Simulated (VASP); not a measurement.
Set up this calculation in VASP 6.6.1, as the native input.

| Quantity | Value |
| --- | --- |
| Task | single point |
| Functional | PBE |
| Potentials or basis | VASP PAW PBE potentials, release 64 (Hf_pv, Ta_pv) |
| Cutoff | 520 eV |
| k mesh | 12 × 12 × 1 |
| Occupations | fermi-dirac, width 0.1 eV |
| Spin | no spin polarisation |
| Dipole correction | yes |
| Further INCAR settings | ALGO = Normal; EDIFF = 1e-06; NBANDS = 28 |

The structure of Hf3Ta (Hf (0001), 4 layers) lies in POSCAR:

```
Hf3Ta
1.0
    3.2032284304      0.0000000000      0.0000000000
   -1.6016142152      2.7740771949      0.0000000000
    0.0000000000      0.0000000000     23.6094000000
Hf Ta
3 1
Direct
    0.8333333333      0.1666666667      0.3433035026
    0.8333333333      0.1666666667      0.5564581331
    0.1666666667      0.8333333333      0.6566964929
    0.1666666667      0.8333333333      0.4435418714
```

These files were run (other wordings do the same):

INCAR

```
SYSTEM = Hf3Ta
PREC = Accurate
ENCUT = 520
EDIFF = 1E-6
ISMEAR = -1
SIGMA = 0.1
LREAL = .FALSE.
LASPH = .TRUE.
NELM = 60
ALGO = Normal
ISIF = 2
LWAVE = .FALSE.
LCHARG = .FALSE.
LDIPOL = .TRUE.
IDIPOL = 3
DIPOL = 0.5 0.5 0.500
GGA = PE
NBANDS = 28
```

KPOINTS

```
regular mesh
0
G
  12 12 1
  0 0 0
```

Potentials or basis: VASP PAW PBE potentials, release 64 (Hf_pv, Ta_pv).

Run with:

```bash
$ cat potpaw_PBE.64/Hf_pv/POTCAR potpaw_PBE.64/Ta_pv/POTCAR > POTCAR
$ mpirun -np 1 vasp_std > vasp.out
```

It gave:

| Property | Result |
| --- | --- |
| Largest force | 0.650 eV/Å |

Wall time 4 min on 1 thread of AMD EPYC 9R45 96-Core Processor (Zen 5), with other jobs on the host, peak memory 0.34 GiB.
